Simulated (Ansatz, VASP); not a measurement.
Mg3ZnS4 in VASP and in Ansatz

The input INCAR:

```
SYSTEM = Mg3ZnS4
  PREC = Accurate
  ENCUT = 520
  EDIFF = 1E-7
  ISMEAR = 0
  SIGMA = 0.02
  LREAL = .False.
  LASPH = .True.
  NELM = 60
  ALGO = Normal
  ISIF = 2
  LWAVE = .False.
  LCHARG = .False.
  GGA = PS
  NBANDS = 31
```

File KPOINTS:

```
Automatic mesh
0
Gamma
  8 8 4
  0 0 0
```

File POSCAR:

```
Mg3ZnS4
1.0
    3.6773859000      0.0000000000      0.0000000000
    0.0000000000      3.6773859000      0.0000000000
    0.0000000000      0.0000000000     10.3971707000
Mg Zn S
3 1 4
Direct
    0.0000000000      0.0000000000      0.7527100000
    0.0000000000      0.0000000000      0.2472900000
    0.5000000000      0.5000000000      0.5000000000
    0.5000000000      0.5000000000      0.0000000000
    0.0000000000      0.0000000000      0.0000000000
    0.5000000000      0.5000000000      0.2463500000
    0.0000000000      0.0000000000      0.5000000000
    0.5000000000      0.5000000000      0.7536500000
```

Input for Ansatz:

```yaml
crystal:
  lattice:
    - [3.6773859, 0.0, 0.0]
    - [0.0, 3.6773859, 0.0]
    - [0.0, 0.0, 10.3971707]
  atoms:
    - { symbol: Mg, position: [0.0, 0.0, 0.75271] }
    - { symbol: Mg, position: [0.0, 0.0, 0.24729] }
    - { symbol: Mg, position: [0.5, 0.5, 0.5] }
    - { symbol: Zn, position: [0.5, 0.5, 0.0] }
    - { symbol: S, position: [0.0, 0.0, 0.0] }
    - { symbol: S, position: [0.5, 0.5, 0.24635] }
    - { symbol: S, position: [0.0, 0.0, 0.5] }
    - { symbol: S, position: [0.5, 0.5, 0.75365] }
basis:
  ecutwfc: 420
kpoints:
  mp_grid: { grid: [8, 8, 4] }
  band_path:
    path:
      - [[0.0, 0.0, 0.0], [0.0, 0.5, 0.0], [0.5, 0.5, 0.0], [0.0, 0.0, 0.0], [0.0, 0.0, 0.5], [0.0, 0.5, 0.5], [0.5, 0.5, 0.5], [0.0, 0.0, 0.5]]
      - [[0.0, 0.5, 0.0], [0.0, 0.5, 0.5]]
      - [[0.5, 0.5, 0.0], [0.5, 0.5, 0.5]]
    npoints: 14
hamiltonian:
  xc: pbesol
scf:
  occupations: { method: gaussian, width: 0.02 }
  n_extra_bands: 20
output:
  forces: true
  stress: true
  eigenvalues: true
  populations: true
  dos: { projected: true, de: 0.02, nscf_kmesh: { grid: [12, 12, 6] } }
  bader: true
  write_density: true
  write_potential: true
  elf: true
  volumetric_format: npy
```

Alike in both runs: task single point; functional PBEsol; k mesh 8 × 8 × 4; occupations gaussian, width 0.02 eV; no spin polarisation.

|  | VASP | Ansatz |
| --- | --- | --- |
| version | VASP 6.6.1 | Ansatz 0.2.0 |
| potentials or method | VASP PAW PBE potentials, release 64 (Mg, Zn, S), cutoff 520 eV | scalar-relativistic, plane waves, PAW |
| valence electrons in the cell | 42 | 66 |

```tsv
	VASP	Ansatz	Ansatz less VASP
gap on the k mesh at the Fermi level (eV)	0.95	0.96	+0.004
least direct gap on the mesh (eV)	1.52	1.52	+0.003
pressure (GPa)	-2.7	-2.6	+0.10
rms of the force components (eV/Å)	0.021	0.025	+0.0044
```

VASP's potentials were made for PBE, not for PBEsol. Atom by atom the forces differ by 0.004 eV/Å (rms over components). VASP's potentials hold 42 valence electrons a cell and Ansatz's 66, so a difference there can come from the potentials and not from the codes.
